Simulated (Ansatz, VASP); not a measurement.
# Be2C in VASP and in Ansatz

File POSCAR:

```
Be2C
1.0
    0.0000000000      2.1604856744      2.1604856744
    2.1604856744      0.0000000000      2.1604856744
    2.1604856744      2.1604856744      0.0000000000
Be C
2 1
Direct
    0.7500000000      0.7500000000      0.7500000000
    0.2500000000      0.2500000000      0.2500000000
    0.0000000000      0.0000000000      0.0000000000
```

File INCAR.step1:

```
ALGO     = Normal         # electronic algorithm
EDIFF    = 1E-5           # SCF threshold, eV
ENCUT    = 520            # plane-wave cutoff, eV
GGA      = PE             # functional
GGA_COMPAT= False        
ISIF     = 2              # what is computed and relaxed
ISMEAR   = 0              # smearing method
LASPH    = True           # aspherical terms in the spheres
LCHARG   = False          # write CHGCAR
LREAL    = False          # projectors in reciprocal space
LWAVE    = True           # write WAVECAR
NBANDS   = 11             # bands
NELM     = 120            # most SCF steps
PREC     = Accurate       # precision mode
SIGMA    = 0.01           # smearing width, eV
```

INCAR.step2

```
AEXX     = 0.4            # exact-exchange fraction
ALGO     = Normal         # electronic algorithm
EDIFF    = 1E-6           # SCF threshold, eV
ENCUT    = 520            # plane-wave cutoff, eV
GGA      = PE             # functional
GGA_COMPAT= False        
ISIF     = 2              # what is computed and relaxed
ISMEAR   = 0              # smearing method
ISTART   = 1            
LASPH    = True           # aspherical terms in the spheres
LCHARG   = False          # write CHGCAR
LHFCALC  = True           # exact exchange
LREAL    = False          # projectors in reciprocal space
LWAVE    = False          # write WAVECAR
NBANDS   = 11             # bands
NELM     = 120            # most SCF steps
PREC     = Accurate       # precision mode
PRECFOCK = Normal       
SIGMA    = 0.01           # smearing width, eV
```

File KPOINTS:

```
k-points
0
Gamma
  4 4 4
```

Input for Ansatz:

```yaml
crystal:
  lattice:
    - [0.0, 2.1604856744, 2.1604856744]
    - [2.1604856744, 0.0, 2.1604856744]
    - [2.1604856744, 2.1604856744, 0.0]
  atoms:
    - { symbol: Be, position: [0.75, 0.75, 0.75] }
    - { symbol: Be, position: [0.25, 0.25, 0.25] }
    - { symbol: C, position: [0.0, 0.0, 0.0] }
kpoints:
  mp_grid: { grid: [4, 4, 4] }
hamiltonian:
  xc: { exchange: pbe, correlation: pbe, exx: { coeff: 0.4 } }
scf:
  occupations: { method: fixed }
  n_extra_bands: 4
output:
  forces: true
  stress: true
  eigenvalues: true
```

Alike in both runs: task single point; functional PBE-based global hybrid; k mesh 4 × 4 × 4; no spin polarisation.

|  | VASP | Ansatz |
| --- | --- | --- |
| version | VASP 6.6.1 | Ansatz 0.2.0 |
| potentials or method | VASP PAW PBE potentials, release 64 (Be, C) | plane waves |
| plane-wave cutoff (eV) | 520 | 420 |
| occupations | gaussian, width 0.01 eV | fixed |
| valence electrons in the cell | 8 | 8 |

```tsv
	VASP	Ansatz	Ansatz less VASP
gap on the k mesh at the Fermi level (eV)	3.66	3.57	-0.087
pressure (GPa)	-3.9	-3.9	-0.02
```

VASP's potentials were made for PBE, not for PBE-based global hybrid. Ansatz's warnings: stress exchange threshold loose, stress scf threshold loose.

The k mesh is coarse, so the values compare programs but aren't converged.
